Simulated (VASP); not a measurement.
# H8CO6 in VASP: a series of runs, part 3 of 3

VASP 6.6.1. The steps go on from the part before.

### 6 Single point, PBE+D3(BJ)

The input, INCAR:

```
PREC = Accurate
ENCUT = 520
EDIFF = 1E-6
ISMEAR = -1
SIGMA = 0.05
LREAL = False
LASPH = True
NELM = 120
ALGO = Normal
ISIF = 2
LWAVE = False
LCHARG = False
GGA = PE
IVDW = 12
NBANDS = 37
GGA_COMPAT = False
```

The input, KPOINTS:

```
Automatic mesh
0
Gamma
  1 1 1
```

The input, POSCAR:

```
H8CO6
1.0
    6.2299620000      0.0000000000      0.0000000000
    0.0000000000      6.2299620000      0.0000000000
    0.0000000000      0.0000000000      6.2299620000
O H C
6 8 1
Direct
    0.4117521102      0.6880780332      0.4178998203
    0.0123435745      1.2271021878      0.5781576196
    0.7500848320      0.7692342265      0.6647873615
    0.2540785963      0.0635316877      0.2223127525
   -0.2192148203      0.3510133770      0.9620764942
    0.1217182384      0.4954925889      1.0073255664
    0.3818161331      0.5606936286      0.3416874774
    0.3741756370      0.8147561735      0.3420566610
    0.0772396365      1.3540371514      0.4980287199
   -0.0758271078      1.2831859970      0.6969384404
    0.6466331576      0.6879656730      0.5831977787
    0.7020588569      0.9193796046      0.6801807138
    0.2976262135     -0.0038684024      0.0751208434
    0.1124886476      0.0115088984      0.2524734501
   -0.0499039962      0.4153957921      1.0125422916
```

Potentials or basis: VASP PAW PBE potentials, release 64 (O, H, C).

Run with:

```console
cat potpaw_PBE.64/O/POTCAR potpaw_PBE.64/H/POTCAR potpaw_PBE.64/C/POTCAR > POTCAR
mpirun -np 1 vasp_gam > vasp.out
```

OUTCAR:

```text
PREC = Accurate
   ENCUT = 520
   EDIFF = 1E-6
   ISMEAR = -1
   LREAL = False
   LASPH = True
   NELM = 120
   ISIF = 2
   GGA = PE
   IVDW = 12
 IVDW          = 12

 ion  position               nearest neighbor table
   1  0.412  0.688  0.418-   7 0.94   8 0.95
   2  0.012  0.227  0.578-  10 0.99   9 1.02
   3  0.750  0.769  0.665-  11 0.96  12 0.99
   4  0.254  0.064  0.222-  14 0.96  13 1.04
   5  0.781  0.351  0.962-  15 1.17
   6  0.122  0.495  0.007-  15 1.18
   7  0.382  0.561  0.342-   1 0.94
   8  0.374  0.815  0.342-   1 0.95
   9  0.077  0.354  0.498-   2 1.02
  10  0.924  0.283  0.697-   2 0.99
  11  0.647  0.688  0.583-   3 0.96
  12  0.702  0.919  0.680-   3 0.99
  13  0.298  0.996  0.075-   4 1.04
  14  0.112  0.012  0.252-   4 0.96
  15  0.950  0.415  0.013-   5 1.17   6 1.18

  LATTYP: Found a simple cubic cell.
 ALAT       =     6.2299620000

  Lattice vectors:

 A1 = (   6.2299620000,   0.0000000000,   0.0000000000)
 A2 = (   0.0000000000,   6.2299620000,   0.0000000000)
 A3 = (   0.0000000000,   0.0000000000,   6.2299620000)

Analysis of symmetry for initial positions (statically):
=====================================================================
 Subroutine PRICEL returns:
 Original cell was already a primitive cell.

 Routine SETGRP: Setting up the symmetry group for a
 simple cubic supercell.

 Subroutine GETGRP returns: Found  1 space group operations
 (whereof  1 operations were pure point group operations)
 out of a pool of 48 trial point group operations.

The static configuration has the point symmetry C_1 .

Analysis of symmetry for dynamics (positions and initial velocities):
=====================================================================
 Subroutine PRICEL returns:
 Original cell was already a primitive cell.

 Routine SETGRP: Setting up the symmetry group for a
 simple cubic supercell.

 Subroutine GETGRP returns: Found  1 space group operations
 (whereof  1 operations were pure point group operations)
 out of a pool of 48 trial point group operations.

The dynamic configuration has the point symmetry C_1 .

 Subroutine INISYM returns: Found  1 space group operations
 (whereof  1 operations are pure point group operations),
 and found     1 'primitive' translations

----------------------------------------------------------------------------------------

                                     Primitive cell

  volume of cell :     241.7999

  direct lattice vectors                    reciprocal lattice vectors
     6.229962000  0.000000000  0.000000000     0.160514623  0.000000000  0.000000000
     0.000000000  6.229962000  0.000000000     0.000000000  0.160514623  0.000000000
     0.000000000  0.000000000  6.229962000     0.000000000  0.000000000  0.160514623

  length of vectors
     6.229962000  6.229962000  6.229962000     0.160514623  0.160514623  0.160514623

  position of ions in fractional coordinates (direct lattice)
     0.411752110  0.688078033  0.417899820
[... 64 lines left out ...]
   total plane-waves  NPLWV = 110592
   dimension x,y,z NGX =    48 NGY =   48 NGZ =   48
   dimension x,y,z NGXF=    96 NGYF=   96 NGZF=   96
   ions per type =               6   8   1
   NGX,Y,Z   is equivalent  to a cutoff of  12.81, 12.81, 12.81 a.u.
   NGXF,Y,Z  is equivalent  to a cutoff of  25.62, 25.62, 25.62 a.u.
 SYSTEM =  unknown system
   PREC   = accura    normal or accurate (medium, high low for compatibility)
   ISTART =      0    job   : 0-new  1-cont  2-samecut
   ICHARG =      2    charge: 1-file 2-atom 10-const
   ISPIN  =      1    spin polarized calculation?
   LNONCOLLINEAR =      F non collinear calculations
   LSORBIT =      F    spin-orbit coupling
   LASPH  =      T    aspherical Exc in radial PAW
   ENCUT  =  520.0 eV  38.22 Ry    6.18 a.u.  11.58 11.58 11.58*2*pi/ulx,y,z
   NELM   =    120;   NELMIN=  2; NELMDL= -5     # of ELM steps
   EDIFF  = 0.1E-05   stopping-criterion for ELM
   LREAL  =      F    real-space projection
   EDIFFG = 0.1E-04   stopping-criterion for IOM
   NSW    =      0    number of steps for IOM
   IBRION =     -1    ionic relax: 0-MD 1-quasi-New 2-CG
   NFREE  =      0    steps in history (QN), initial steepest desc. (CG)
   ISIF   =      2    stress and relaxation
   ISYM   =      2    0-nonsym 1-usesym 2-fastsym
   POTIM  = 0.5000    time-step for ionic-motion
   TEBEG  =    0.0;   TEEND  =   0.0 temperature during run
   PSTRESS=    0.0 pullay stress
   NELECT =      48.0000    total number of electrons
   NUPDOWN=      -1.0000    fix difference up-down
   EMIN   =  10.00;   EMAX   =-10.00  energy-range for DOS
   EFERMI =   0.00;   METHOD = LEGACY
   ISMEAR =    -1;   SIGMA  =   0.05  broadening in eV -4-tet -1-fermi 0-gaus
   EFERMI_NEDOS =   21; number of points for ismear=-14 and -15
   IALGO  =     38    algorithm
   IMIX   =      4    mixing-type and parameters
     AMIX     =   0.40;   BMIX     =  1.00
     AMIX_MAG =   1.60;   BMIX_MAG =  1.00
  volume/ion in A,a.u.               =      16.12       108.78
  Fermi-wavevector in a.u.,A,eV,Ry     =   0.955000  1.804688 12.408842  0.912024
  Thomas-Fermi vector in A             =   2.083797
   LORBIT       =      0    0 simple, 1 ext, 2 COOP (PROOUT), +10 PAW based schemes
   GGA     = PE    functional components
   LHFCALC =     F    Hartree Fock is set to
   AEXX    =    0.0000 exact exchange contribution
   IVDW    =    12    specifies the selected vdW correction
   LEPSILON=     F    determine dielectric tensor
   LRPA    =     F    only Hartree local field effects (RPA)
 non-spin polarized calculation
  energy-cutoff  :      520.00
  volume of cell :      241.80
 maximum number of plane-waves:      3310
 NGX is ok and might be reduce to    48
   NGX = 23   NGY = 23   NGZ = 23

 number of electron      48.0000003 magnetization

 Free energy of the ion-electron system (eV)
  ---------------------------------------------------
  ext. energy  EPLUGINS =         0.00000000
  ---------------------------------------------------
  free energy    TOTEN  =       -79.91632412 eV

  energy without entropy =      -79.91632412  energy(sigma->0) =      -79.91632412

 E-fermi :  -2.7467     XC(G=0):  -5.6848

 val. band max:       -3.9360119519   @ k =   0.0000   0.0000   0.0000
 cond. band min:      -0.4953572794   @ k =   0.0000   0.0000   0.0000
 fundamental gap:      3.4406546726
 Fermi energy:        -2.7466544294

 k-point     1 :       0.0000    0.0000    0.0000
  band No.  band energies     occupation
      1     -27.0232      2.00000
      2     -25.8019      2.00000
      3     -23.3320      2.00000
      4     -22.9209      2.00000
      5     -22.4299      2.00000
      6     -21.7591      2.00000
[... 28 lines left out ...]
     35       5.8981      0.00000
     36       6.4433      0.00000
 [bands above 36 left out]

------------------------ aborting loop because EDIFF is reached ----------------------------------------

 Edisp (eV)   -0.39475

 E8    (eV) :    -0.0854

  FORCE on cell =-STRESS in cart. coord.  units (eV):
  Direction    XX          YY          ZZ          XY          YZ          ZX
  --------------------------------------------------------------------------------------
  -------------------------------------------------------------------------------------
  Total       1.83606    -1.05022    -1.40457     0.95600    -0.03521     3.21699
  in kB      12.16584    -6.95883    -9.30673     6.33447    -0.23328    21.31592
  external pressure =       -1.37 kB  Pullay stress =        0.00 kB

 VOLUME and BASIS-vectors are now :
 -----------------------------------------------------------------------------
  energy-cutoff  :      520.00
  volume of cell :      241.80
      direct lattice vectors                 reciprocal lattice vectors
     6.229962000  0.000000000  0.000000000     0.160514623  0.000000000  0.000000000
     0.000000000  6.229962000  0.000000000     0.000000000  0.160514623  0.000000000
     0.000000000  0.000000000  6.229962000     0.000000000  0.000000000  0.160514623

 POSITION                                       TOTAL-FORCE (eV/Angst)
 -----------------------------------------------------------------------------------
      2.56520      4.28670      2.60350         0.795404     -0.686078      1.939297
      0.07690      1.41484      3.60190         0.547673      1.173862     -0.830710
      4.67300      4.79230      4.14160         1.227545      0.781942      1.111866
      1.58290      0.39580      1.38500         1.697124     -0.885847     -2.543103
      4.86426      2.18680      5.99370        -1.078041     -0.842866      0.868514
      0.75830      3.08690      0.04564        -0.228507     -0.170002      1.232477
      2.37870      3.49310      2.12870        -0.395380     -0.869363     -1.129449
      2.33110      5.07590      2.13100        -0.567358      1.189077     -0.924574
      0.48120      2.20564      3.10270        -0.894037     -1.294349      1.319660
      5.75756      1.76424      4.34190         0.305258      0.024319     -0.920187
      4.02850      4.28600      3.63330        -0.941196      0.396852     -0.450381
      4.37380      5.72770      4.23750         0.010475     -1.022349     -0.431579
      1.85420      6.20586      0.46800        -0.926036      1.171540      2.188967
      0.70080      0.07170      1.57290        -0.848624     -0.324628      0.236546
      5.91906      2.58790      0.07814         1.295699      1.357889     -1.667343
 -----------------------------------------------------------------------------------
    total drift:                                0.001105      0.000010      0.000494

  FREE ENERGIE OF THE ION-ELECTRON SYSTEM (eV)
  ---------------------------------------------------
  free  energy   TOTEN  =       -80.3110729151 eV

  energy  without entropy=      -80.3110729150  energy(sigma->0) =      -80.31107292
```

Run time: 18 s. Hardware: 1 thread of Intel Xeon Platinum 8488C (Sapphire Rapids), shared host; peak memory 0.32 GiB.

Results:

- Free energy: -80.3111 eV
- Pressure: -0.1 GPa
- Largest force: 3.183 eV/Å
- Dispersion energy per atom: -0.026 eV

Forces on the atoms (eV/Å):
```
O    0.795 -0.686  1.939
O    0.548  1.174 -0.831
O    1.228  0.782  1.112
O    1.697 -0.886 -2.543
O   -1.078 -0.843  0.869
O   -0.229 -0.170  1.232
H   -0.395 -0.869 -1.129
H   -0.567  1.189 -0.925
H   -0.894 -1.294  1.320
H    0.305  0.024 -0.920
H   -0.941  0.397 -0.450
H    0.010 -1.022 -0.432
H   -0.926  1.172  2.189
H   -0.849 -0.325  0.237
C    1.296  1.358 -1.667
```

Stress tensor (GPa, compression positive):
```
 1.22  0.63  2.13
 0.63 -0.70 -0.02
 2.13 -0.02 -0.93
```

Caveat: the k points lie up to 1.01 Å⁻¹ apart, too coarse for converged energies, forces and pressures; the atoms stand as in a frame of molecular dynamics.

### 7 Summary

```tsv
cell	pressure (GPa)	largest force (eV/Å)
as given, atomic positions A	0.3	3.32
as given, atomic positions B	-0.5	3.31
as given, atomic positions C	0.9	5.62
as given, atomic positions D	0.6	4.15
as given, atomic positions E	-0.1	3.18
```

Alike in all rows: task single point; level PBE+D3(BJ); potentials or basis VASP PAW PBE potentials, release 64 (O, H, C); no spin polarisation; k mesh 1 × 1 × 1; cutoff (eV) 520; smearing fermi-dirac 0.05 eV.

Caveats: all runs use coarse meshes; the atoms stand as in a frame of molecular dynamics (at least some runs).

Total energies depend on the potentials used, so only differences within one code and one set of settings carry meaning.
